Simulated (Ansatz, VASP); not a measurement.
**CdS: VASP beside Ansatz**

INCAR

```
SYSTEM = CdS
PREC     = Accurate       ! precision mode
ENCUT    = 520            ! plane-wave cutoff, eV
EDIFF    = 1E-6           ! SCF threshold, eV
ISMEAR   = -1             ! smearing method
SIGMA    = 0.08           ! smearing width, eV
LREAL    = .FALSE.        ! projectors in reciprocal space
LASPH    = .TRUE.         ! aspherical terms in the spheres
NELM     = 100            ! most SCF steps
ALGO     = Normal         ! electronic algorithm
ISIF     = 2              ! what is computed and relaxed
LWAVE    = .FALSE.        ! write WAVECAR
LCHARG   = .TRUE.         ! write CHGCAR
GGA      = PS             ! functional
LELF     = .TRUE.         ! ELF
LVHAR    = .TRUE.       
NBANDS   = 16             ! bands
```

File KPOINTS:

```
Automatic mesh
0
G
  11 11 11
  0 0 0
```

File POSCAR:

```
CdS
1.0
    0.0000000000      2.5608870325      2.5608870325
    2.5608870325      0.0000000000      2.5608870325
    2.5608870325      2.5608870325      0.0000000000
Cd S
1 1
Direct
    0.0000000000      0.0000000000      0.0000000000
    0.2500000000      0.2500000000      0.2500000000
```

Input for Ansatz:

```yaml
crystal:
  lattice:
    - [0.0, 2.5608870325, 2.5608870325]
    - [2.5608870325, 0.0, 2.5608870325]
    - [2.5608870325, 2.5608870325, 0.0]
  atoms:
    - { symbol: Cd, position: [0.0, 0.0, 0.0] }
    - { symbol: S, position: [0.25, 0.25, 0.25] }
kpoints:
  mp_grid: { grid: [11, 11, 11] }
scf:
  occupations: { method: fermi_dirac, width: 0.08 }
hamiltonian:
  xc: pbesol
  pseudopotentials: { kind: paw }
output:
  forces: true
  stress: true
  eigenvalues: true
  populations: true
  write_density: true
  write_potential: true
  elf: true
  volumetric_format: npy
```

Change from the starting cell: volume scaled by 0.68, PAW files.

Alike in both runs: task single point; functional PBEsol; k mesh 11 × 11 × 11; occupations fermi-dirac, width 0.08 eV; no spin polarisation.

|  | VASP | Ansatz |
| --- | --- | --- |
| version | VASP 6.6.1 | Ansatz 0.2.0 |
| potentials or method | VASP PAW PBE potentials, release 64 (Cd, S) | PAW with Ansatz's default frozen-core files, scalar-relativistic |
| plane-wave cutoff (eV) | 520 | 420 |
| valence electrons in the cell | 18 | 26 |

```csv
,VASP,Ansatz,Ansatz less VASP
pressure (GPa),59.3,57.3,-1.98
```

VASP's potentials were made for PBE, not for PBEsol. Both programs put the cell under a high pressure, so it lies far from rest at this level. The functional is the same, so the differences come from potentials, cutoffs and numerics. VASP's potentials hold 18 valence electrons a cell and Ansatz's 26, so a difference there can come from the potentials and not from the codes.
